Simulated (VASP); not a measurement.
# Al3GaN4 (Pm) in VASP: a series of runs

Runs on Al3GaN4. Level: r2SCAN. Tasks: single point.

Program: VASP 6.6.1. These are calculated values, not measurements. Logs are shortened: lines on timing, memory, paths and dates and some standing lists are left out, and cuts for length are marked.

## Step 1: The cell of the first run

The structure is monoclinic, space group Pm (No. 6). Conventional cell: a = 5.038 Å, b = 3.125 Å, c = 5.411 Å, α = 90.00°, β = 90.04°, γ = 90.00°. Within 2.5 Å of Al (site symmetry m) lie 4 N at 1.87 to 1.90 Å. Al (site symmetry m) has 4 N at 1.89 to 1.90 Å within 2.5 Å. Within 2.5 Å of Al (site symmetry m) lie 4 N at 1.89 to 1.90 Å. Within 2.6 Å of Ga (site symmetry m) lie 4 N at 1.93 to 1.96 Å. N (site symmetry m) has 3 Al at 1.89 Å and 1 Ga at 1.96 Å within 2.5 Å. N (site symmetry m) has 4 Al at 1.90 Å within 2.5 Å. Within 2.5 Å of N (site symmetry m) lie 2 Al at 1.87 to 1.89 Å and 2 Ga at 1.93 Å. N (site symmetry m) has 3 Al at 1.89 to 1.90 Å and 1 Ga at 1.95 Å within 2.5 Å.

## Step 2: Single point, r2SCAN

The input, POSCAR:

```
Al3GaN4
1.0
    5.0376935905      0.0000000000      0.0000000000
    0.0000000000      3.1254377800      0.0000000000
   -0.0033559659      0.0000000000      5.4111720837
Al Ga N
3 1 4
Direct
    0.5000987300      0.5000000000      0.1672803900
    0.0007635700      0.5000000000      0.8349643100
    0.0008865500      0.0000000000      0.3315828000
    0.4997148900      0.0000000000      0.6661637400
    0.1101354300      0.0000000000      0.6662955400
    0.1225865200      0.5000000000      0.1671738600
    0.6259035500      0.5000000000      0.8412775200
    0.6235097600      0.0000000000      0.3252628400
```

The input, INCAR.step1:

```
SYSTEM = Al3GaN4
ALGO = Normal
EDIFF = 1E-4
ENCUT = 520
GGA = PE
ISMEAR = 0
LASPH = .True.
LCHARG = .False.
LREAL = .False.
LWAVE = .True.
NBANDS = 31
NELM = 80
PREC = Accurate
SIGMA = 0.1
```

The input, INCAR.step2:

```
SYSTEM = Al3GaN4
ALGO = Normal
EDIFF = 1E-7
ENCUT = 520
ISIF = 2
ISMEAR = 0
ISTART = 1
LASPH = .True.
LCHARG = .True.
LELF = .True.
LMIXTAU = .True.
LREAL = .False.
LVHAR = .True.
LWAVE = .False.
METAGGA = R2SCAN
NBANDS = 31
NELM = 80
PREC = Accurate
SIGMA = 0.1
```

The input, KPOINTS:

```
k-points
0
Gamma
  4 6 4
  0 0 0
```

Potentials or basis: VASP PAW PBE potentials, release 64 (Al, Ga_d, N).

The run is started by

```
$ cat potpaw_PBE.64/Al/POTCAR potpaw_PBE.64/Ga_d/POTCAR potpaw_PBE.64/N/POTCAR > POTCAR
$ cp INCAR.step1 INCAR
$ mpirun -np 1 vasp_std > vasp.out
$ cp INCAR.step2 INCAR
$ mpirun -np 1 vasp_std > vasp.out
```

OUTCAR:

```text
SYSTEM = Al3GaN4
   EDIFF = 1E-7
   ENCUT = 520
   ISIF = 2
   ISMEAR = 0
   ISTART = 1
   LASPH = .True.
   LREAL = .False.
   METAGGA = R2SCAN
   NELM = 80
   PREC = Accurate

 ion  position               nearest neighbor table
   1  0.500  0.500  0.167-   7 1.87   8 1.89   8 1.89   6 1.90   2 3.09   3 3.09   3 3.09   3 3.10
                             3 3.10   2 3.10   4 3.12   4 3.12   4 3.13   4 3.13
   2  0.001  0.500  0.835-   7 1.89   5 1.89   5 1.89   6 1.90   1 3.09   4 3.10   4 3.10   1 3.10
                             4 3.11   4 3.11   3 3.11   3 3.11   3 3.14   3 3.14
   3  0.001  0.000  0.332-   5 1.89   6 1.90   6 1.90   8 1.90   1 3.09   1 3.09   4 3.10   1 3.10
                             1 3.10   4 3.11   2 3.11   2 3.11   2 3.14   2 3.14
   4  0.500  0.000  0.666-   7 1.93   7 1.93   8 1.95   5 1.96   3 3.10   2 3.10   2 3.10   2 3.11
                             2 3.11   3 3.11   1 3.12   1 3.12   1 3.13   1 3.13
   5  0.110  0.000  0.666-   2 1.89   2 1.89   3 1.89   4 1.96
   6  0.123  0.500  0.167-   2 1.90   3 1.90   3 1.90   1 1.90
   7  0.626  0.500  0.841-   1 1.87   2 1.89   4 1.93   4 1.93
   8  0.624  0.000  0.325-   1 1.89   1 1.89   3 1.90   4 1.95

  LATTYP: Found a simple monoclinic cell.
 ALAT       =     5.0376935905
 B/A-ratio  =     0.6204104565
 C/A-ratio  =     1.0741370088
 COS(beta)  =    -0.0006201919

  Lattice vectors:

 A1 = (   5.0376935905,   0.0000000000,   0.0000000000)
 A2 = (   0.0000000000,   3.1254377800,   0.0000000000)
 A3 = (  -0.0033559659,   0.0000000000,   5.4111720837)

Analysis of symmetry for initial positions (statically):
=====================================================================
 Subroutine PRICEL returns:
 Original cell was already a primitive cell.

 Routine SETGRP: Setting up the symmetry group for a
 simple monoclinic supercell.

 Subroutine GETGRP returns: Found  2 space group operations
 (whereof  2 operations were pure point group operations)
 out of a pool of  4 trial point group operations.

The static configuration has the point symmetry C_1h.

Analysis of symmetry for dynamics (positions and initial velocities):
=====================================================================
 Subroutine PRICEL returns:
 Original cell was already a primitive cell.

 Routine SETGRP: Setting up the symmetry group for a
 simple monoclinic supercell.

 Subroutine GETGRP returns: Found  2 space group operations
 (whereof  2 operations were pure point group operations)
 out of a pool of  4 trial point group operations.

The dynamic configuration has the point symmetry C_1h.

 Subroutine INISYM returns: Found  2 space group operations
 (whereof  2 operations are pure point group operations),
 and found     1 'primitive' translations

----------------------------------------------------------------------------------------

                                     Primitive cell

  volume of cell :      85.1989

  direct lattice vectors                    reciprocal lattice vectors
     5.037693590  0.000000000  0.000000000     0.198503538  0.000000000  0.000123110
     0.000000000  3.125437780  0.000000000     0.000000000  0.319955178  0.000000000
    -0.003355966  0.000000000  5.411172084     0.000000000  0.000000000  0.184802846

  length of vectors
     5.037693590  3.125437780  5.411173124     0.198503576  0.319955178  0.184802846

  position of ions in fractional coordinates (direct lattice)
     0.500098730  0.500000000  0.167280390
     0.000763570  0.500000000  0.834964310
     0.000886550  0.000000000  0.331582800
     0.499714890  0.000000000  0.666163740
     0.110135430  0.000000000  0.666295540
     0.122586520  0.500000000  0.167173860
     0.625903550  0.500000000  0.841277520
     0.623509760  0.000000000  0.325262840

  ion indices of the primitive-cell ions
   primitive index   ion index
                 1           1
                 2           2
                 3           3
                 4           4
                 5           5
                 6           6
                 7           7
                 8           8

----------------------------------------------------------------------------------------

 KPOINTS: k-points

Automatic generation of k-mesh.
 Grid dimensions read from file:
 generate k-points for:    4    6    4

 Generating k-lattice:

  Cartesian coordinates                     Fractional coordinates (reciprocal lattice)
     0.049625884  0.000000000  0.000030778     0.250000000  0.000000000  0.000000000
     0.000000000  0.053325863  0.000000000     0.000000000  0.166666667  0.000000000
     0.000000000  0.000000000  0.046200711     0.000000000  0.000000000  0.250000000

  Length of vectors
     0.049625894  0.053325863  0.046200711

  Shift w.r.t. Gamma in fractional coordinates (k-lattice)
     0.000000000  0.000000000  0.000000000

 Subroutine IBZKPT returns following result:
 ===========================================

 Found     40 irreducible k-points:

 Following reciprocal coordinates:
            Coordinates               Weight
  0.000000  0.000000  0.000000      1.000000
  0.250000  0.000000  0.000000      2.000000
  0.500000  0.000000  0.000000      1.000000
  0.000000  0.166667  0.000000      2.000000
  0.250000  0.166667  0.000000      4.000000
  0.500000  0.166667  0.000000      2.000000
[... 16 lines left out ...]
  0.500000  0.333333  0.250000      4.000000
 -0.250000  0.333333  0.250000      4.000000
 [... further k-points ...]
   k-points           NKPTS =     40   k-points in BZ     NKDIM =     40   number of bands    NBANDS=     31
   number of dos      NEDOS =    301   number of ions     NIONS =      8
   total plane-waves  NPLWV =  38400
   dimension x,y,z NGX =    40 NGY =   24 NGZ =   40
   dimension x,y,z NGXF=    80 NGYF=   48 NGZF=   80
   ions per type =               3   1   4
   NGX,Y,Z   is equivalent  to a cutoff of  13.20, 12.77, 12.29 a.u.
   NGXF,Y,Z  is equivalent  to a cutoff of  26.40, 25.53, 24.58 a.u.
 SYSTEM =  Al3GaN4
   PREC   = accura    normal or accurate (medium, high low for compatibility)
   ISTART =      1    job   : 0-new  1-cont  2-samecut
   ICHARG =      0    charge: 1-file 2-atom 10-const
   ISPIN  =      1    spin polarized calculation?
   LNONCOLLINEAR =      F non collinear calculations
   LSORBIT =      F    spin-orbit coupling
   LASPH  =      T    aspherical Exc in radial PAW
   ENCUT  =  520.0 eV  38.22 Ry    6.18 a.u.   9.37  5.81 10.06*2*pi/ulx,y,z
   NELM   =     80;   NELMIN=  2; NELMDL=  0     # of ELM steps
   EDIFF  = 0.1E-06   stopping-criterion for ELM
   LREAL  =      F    real-space projection
   EDIFFG = 0.1E-05   stopping-criterion for IOM
   NSW    =      0    number of steps for IOM
   IBRION =     -1    ionic relax: 0-MD 1-quasi-New 2-CG
   NFREE  =      0    steps in history (QN), initial steepest desc. (CG)
   ISIF   =      2    stress and relaxation
   ISYM   =      2    0-nonsym 1-usesym 2-fastsym
   POTIM  = 0.5000    time-step for ionic-motion
   TEBEG  =    0.0;   TEEND  =   0.0 temperature during run
   PSTRESS=    0.0 pullay stress
   NELECT =      42.0000    total number of electrons
   NUPDOWN=      -1.0000    fix difference up-down
   EMIN   =  10.00;   EMAX   =-10.00  energy-range for DOS
   EFERMI =   0.00;   METHOD = LEGACY
   ISMEAR =     0;   SIGMA  =   0.10  broadening in eV -4-tet -1-fermi 0-gaus
   EFERMI_NEDOS =   21; number of points for ismear=-14 and -15
   IALGO  =     38    algorithm
   IMIX   =      4    mixing-type and parameters
     AMIX     =   0.40;   BMIX     =  1.00
     AMIX_MAG =   1.60;   BMIX_MAG =  1.00
  volume/ion in A,a.u.               =      10.65        71.87
  Fermi-wavevector in a.u.,A,eV,Ry     =   1.293242  2.443874 22.755417  1.672476
  Thomas-Fermi vector in A             =   2.424900
   LORBIT       =      0    0 simple, 1 ext, 2 COOP (PROOUT), +10 PAW based schemes
   METAGGA = R2SCAN    functional components
   LHFCALC =     F    Hartree Fock is set to
   AEXX    =    0.0000 exact exchange contribution
   IVDW    =     0    specifies the selected vdW correction
   LEPSILON=     F    determine dielectric tensor
   LRPA    =     F    only Hartree local field effects (RPA)
 non-spin polarized calculation
 Gauss-broadening in eV      SIGMA  =   0.10
  energy-cutoff  :      520.00
  volume of cell :       85.20
 maximum number of plane-waves:      2322
 NGX is ok and might be reduce to    40
   NGX = 19   NGY = 11   NGZ = 21

 number of electron      41.9999991 magnetization

 Free energy of the ion-electron system (eV)
  ---------------------------------------------------
  ext. energy  EPLUGINS =         0.00000000
  ---------------------------------------------------
  free energy    TOTEN  =       -79.55971011 eV

  energy without entropy =      -79.55971011  energy(sigma->0) =      -79.55971011

 E-fermi :   6.1138     XC(G=0): -11.7483

 val. band max:        5.6553389760   @ k =   0.0000   0.0000   0.0000
 cond. band min:       9.8101018335   @ k =   0.0000   0.0000   0.0000
 fundamental gap:      4.1547628575
 Fermi energy:         6.1137662042

 k-point     1 :       0.0000    0.0000    0.0000
  band No.  band energies     occupation
      1     -10.5019      2.00000
      2      -9.0246      2.00000
      3      -8.9876      2.00000
      4      -8.1742      2.00000
      5      -7.5350      2.00000
      6      -7.4274      2.00000
[... 23 lines left out ...]
     30      17.5718      0.00000
     31      17.6292      0.00000

 k-point     2 :       0.2500    0.0000    0.0000
  band No.  band energies     occupation
      1     -10.2860      2.00000
      2      -9.1534      2.00000
      3      -8.9677      2.00000
      4      -8.2779      2.00000
      5      -7.5354      2.00000
      6      -7.4328      2.00000
[... 740 lines left out ...]
 k-point    24 :      -0.2500    0.3333    0.2500
  band No.  band energies     occupation
      1      -9.4197      2.00000
      2      -8.9603      2.00000
      3      -8.6597      2.00000
      4      -8.1892      2.00000
      5      -7.4271      2.00000
      6      -7.3956      2.00000
[... 23 lines left out ...]
     30      17.2658      0.00000
     31      17.6018      0.00000

 [... further k-points ...]

------------------------ aborting loop because EDIFF is reached ----------------------------------------

  FORCE on cell =-STRESS in cart. coord.  units (eV):
  Direction    XX          YY          ZZ          XY          YZ          ZX
  --------------------------------------------------------------------------------------
  -------------------------------------------------------------------------------------
  Total        0.0154474     -0.0438135     -0.0420581      0.0000000      0.0000000     -0.0083611
  in kB        0.2904897     -0.8239192     -0.7909092      0.0000000      0.0000000     -0.1572309
  external PRESSURE =      -0.4414462 kB  Pullay stress =       0.0000000 kB

 VOLUME and BASIS-vectors are now :
 -----------------------------------------------------------------------------
  energy-cutoff  :      520.00
  volume of cell :       85.20
      direct lattice vectors                 reciprocal lattice vectors
     5.037693590  0.000000000  0.000000000     0.198503538  0.000000000  0.000123110
     0.000000000  3.125437780  0.000000000     0.000000000  0.319955178  0.000000000
    -0.003355966  0.000000000  5.411172084     0.000000000  0.000000000  0.184802846

 POSITION                                       TOTAL-FORCE (eV/Angst)
 -----------------------------------------------------------------------------------
      2.51878      1.56272      0.90518         0.005010      0.000000      0.000444
      0.00104      1.56272      4.51814         0.000324      0.000000      0.011153
      0.00335      0.00000      1.79425         0.008953      0.000000     -0.009797
      2.51517      0.00000      3.60473        -0.000154      0.000000     -0.003440
      0.55259      0.00000      3.60544        -0.005480      0.000000     -0.000917
      0.61699      1.56272      0.90461         0.011115      0.000000      0.002214
      3.15029      1.56272      4.55230        -0.016020      0.000000     -0.001943
      3.13996      0.00000      1.76005        -0.003749      0.000000      0.002284
 -----------------------------------------------------------------------------------
    total drift:                                0.050534      0.000000     -0.006881

  FREE ENERGIE OF THE ION-ELECTRON SYSTEM (eV)
  ---------------------------------------------------
  free  energy   TOTEN  =       -79.5597101117 eV

  energy  without entropy=      -79.5597101117  energy(sigma->0) =      -79.55971011
```

Wall time 3.7 min (1 thread of Intel Xeon Platinum 8559C (Emerald Rapids), shared host); peak memory 0.26 GiB.

Results:

| Quantity | Value |
| --- | --- |
| Free energy | -79.5597 eV |
| Pressure | 0.0 GPa |
| Largest force | 0.016 eV/Å |
| Band gap on the k mesh | 4.15 eV, direct |

Forces in eV/Å, atoms in the order of the input:
```
Al   0.005  0.000  0.000
Al   0.000  0.000  0.011
Al   0.009  0.000 -0.010
Ga   0.000  0.000 -0.003
N   -0.005  0.000 -0.001
N    0.011  0.000  0.002
N   -0.016  0.000 -0.002
N   -0.004  0.000  0.002
```

Levels at points of the mesh, in eV from the valence-band top:
| k point | band 19 | band 20 | band 21 | band 22 | band 23 | band 24 |
| --- | --- | --- | --- | --- | --- | --- |
| (0.00, 0.00, 0.00) | -0.10 | -0.01 | 0.00 | 4.15 | 6.23 | 6.61 |
| (0.50, 0.00, 0.00) | -0.70 | -0.32 | -0.26 | 5.53 | 5.93 | 6.39 |
| (0.00, 0.50, 0.00) | -1.85 | -1.57 | -1.52 | 6.34 | 6.37 | 8.37 |
| (0.50, 0.50, 0.00) | -1.21 | -1.18 | -0.87 | 6.85 | 7.21 | 7.26 |
| (0.00, 0.00, 0.50) | -0.59 | -0.41 | -0.19 | 6.18 | 6.54 | 7.77 |
| (0.50, 0.00, 0.50) | -1.20 | -1.18 | -0.72 | 6.57 | 6.87 | 7.10 |
| (0.00, 0.50, 0.50) | -1.85 | -0.82 | -0.65 | 5.93 | 6.30 | 6.51 |
| (0.50, 0.50, 0.50) | -1.47 | -1.43 | -1.18 | 5.40 | 5.81 | 5.87 |

Caveat: the PAW data sets were made with another functional, which shifts forces and pressure a little. r2SCAN opens gaps a little over a GGA but as a rule still falls short of measured ones.

## Step 3: Single point, r2SCAN

The input, POSCAR:

```
Al3GaN4
1.0
    5.0380821988      0.0000000000      0.0000609650
    0.0000000000      3.1249488260      0.0000000000
   -0.0032907400      0.0000000000      5.4103929811
Al Ga N
3 1 4
Direct
    0.5002216623      0.5000000000      0.1672550749
    0.0006683707      0.5000000000      0.8349019370
    0.0010043252      0.0000000000      0.3316444638
    0.4994946875      0.0000000000      0.6662044644
    0.1107069786      0.0000000000      0.6663170123
    0.1226755896      0.5000000000      0.1671322911
    0.6254135996      0.5000000000      0.8406810065
    0.6234137865      0.0000000000      0.3258647501
```

The input, INCAR.step1:

```
SYSTEM = Al3GaN4
ALGO     = Normal         ! electronic algorithm
EDIFF    = 1E-4           ! SCF threshold, eV
ENCUT    = 520            ! plane-wave cutoff, eV
GGA      = PE             ! functional
ISMEAR   = 0              ! smearing method
LASPH    = .TRUE.         ! aspherical terms in the spheres
LCHARG   = .FALSE.        ! write CHGCAR
LREAL    = .FALSE.        ! projectors in reciprocal space
LWAVE    = .TRUE.         ! write WAVECAR
NBANDS   = 31             ! bands
NELM     = 60             ! most SCF steps
PREC     = Accurate       ! precision mode
SIGMA    = 0.02           ! smearing width, eV
```

The input, INCAR.step2:

```
SYSTEM = Al3GaN4
ALGO     = Normal         ! electronic algorithm
EDIFF    = 1E-6           ! SCF threshold, eV
ENCUT    = 520            ! plane-wave cutoff, eV
ISIF     = 2              ! what is computed and relaxed
ISMEAR   = 0              ! smearing method
ISTART   = 1            
LASPH    = .TRUE.         ! aspherical terms in the spheres
LCHARG   = .FALSE.        ! write CHGCAR
LMIXTAU  = .TRUE.       
LREAL    = .FALSE.        ! projectors in reciprocal space
LWAVE    = .FALSE.        ! write WAVECAR
METAGGA  = R2SCAN         ! meta-GGA
NBANDS   = 31             ! bands
NELM     = 60             ! most SCF steps
PREC     = Accurate       ! precision mode
SIGMA    = 0.02           ! smearing width, eV
```

The input, KPOINTS:

```
k-points
0
G
  6 8 4
  0 0 0
```

Potentials or basis: VASP PAW PBE potentials, release 64 (Al, Ga_d, N).

The run is started by

```
$ cat potpaw_PBE.64/Al/POTCAR potpaw_PBE.64/Ga_d/POTCAR potpaw_PBE.64/N/POTCAR > POTCAR
$ cp INCAR.step1 INCAR
$ mpirun -np 1 vasp_std > vasp.out
$ cp INCAR.step2 INCAR
$ mpirun -np 1 vasp_std > vasp.out
```

Run time: 5 min. Hardware: 1 thread of Intel Xeon Platinum 8559C (Emerald Rapids), shared host; peak memory 0.3 GiB.

It converged, with:

* Free energy: -79.5604 eV
* Pressure: 0.0 GPa
* Largest force: 0.091 eV/Å
* Band gap on the k mesh: 4.16 eV, direct

Forces on the atoms (eV/Å):
```
Al   0.007  0.000  0.001
Al  -0.003  0.000  0.005
Al  -0.001  0.000 -0.002
Ga   0.005  0.000 -0.009
N   -0.074  0.000  0.001
N   -0.002  0.000  0.000
N    0.047  0.000  0.078
N    0.020  0.000 -0.073
```

Levels at points of the mesh, in eV from the valence-band top:
```tsv
k point	band 17	band 18	band 19	band 20	band 21	band 22	band 23	band 24	band 25	band 26
(0.00, 0.00, 0.00)	-0.92	-0.77	-0.09	-0.01	0.00	4.16	6.23	6.60	6.83	8.47
(0.50, 0.00, 0.00)	-1.32	-0.70	-0.70	-0.32	-0.26	5.54	5.93	6.40	6.87	9.40
(0.00, 0.50, 0.00)	-2.92	-1.94	-1.84	-1.57	-1.52	6.35	6.37	8.39	8.50	8.82
(0.50, 0.50, 0.00)	-2.99	-1.23	-1.21	-1.19	-0.88	6.85	7.23	7.25	7.28	9.08
(0.00, 0.00, 0.50)	-1.60	-0.59	-0.59	-0.40	-0.19	6.19	6.54	7.79	8.24	8.62
(0.50, 0.00, 0.50)	-1.45	-1.25	-1.20	-1.17	-0.72	6.58	6.87	7.09	7.23	8.95
(0.00, 0.50, 0.50)	-2.26	-1.92	-1.86	-0.82	-0.65	5.94	6.31	6.52	6.61	7.79
(0.50, 0.50, 0.50)	-1.62	-1.57	-1.47	-1.42	-1.19	5.40	5.83	5.87	5.91	8.58
```

Caveat: the PAW data sets were made with another functional, which shifts forces and pressure a little.
